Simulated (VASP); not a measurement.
Sr: single point with PBEsol

Crystal: Sr.

```
CELL_PARAMETERS angstrom
4.18070 0.00000 0.00000
-2.09035 3.62059 0.00000
0.00000 0.00000 7.05000
ATOMIC_POSITIONS crystal
Sr 0.33333 0.66667 0.25000
Sr 0.66667 0.33333 0.75000
```

This cell differs from its parent crystal: strain -0.0300 x Voigt [1, 1, 0, 0, 0, 0].

- Program: VASP 6.6.1
- Task: single point
- Functional: PBEsol
- Potentials or basis: VASP PAW PBE potentials, release 64 (Sr_sv)
- Cutoff: 520 eV
- k mesh: 12 × 12 × 8
- Occupations: gaussian, width 0.15 eV
- Spin: no spin polarisation
- Dipole correction: no
- Further INCAR settings: ALGO = Fast; EDIFF = 1e-06; NBANDS = 17

```
Pressure               : -0.2 GPa
Band gap on the k mesh : zero (bands 10 and 11 overlap by 0.21 eV)
```

Stress tensor (GPa, compression positive):
```
 0.00  0.00  0.00
 0.00  0.00  0.00
 0.00  0.00 -0.63
```

Levels at points of the mesh, in eV from the Fermi level:
```tsv
k point	band 8	band 9	band 10	band 11	band 12	band 13
(0.00, 0.00, 0.00)	-18.37	-3.71	-1.26	-0.01	2.16	2.36
(0.50, 0.00, 0.00)	-18.41	-1.09	-0.50	0.03	0.26	1.28
(0.00, 0.00, 0.50)	-18.39	-2.79	-2.79	1.17	1.17	2.38
(0.50, 0.00, 0.50)	-18.43	-0.83	-0.83	0.29	0.29	1.30
```

Wall time 4.8 min on 1 thread of Intel Xeon 8259CL (shared host), peak memory 0.32 GiB.

Caveat: the cell differs from its parent crystal (strain -0.0300 x Voigt [1, 1, 0, 0, 0, 0]); the PAW data sets were made with another functional, which shifts forces and pressure a little.
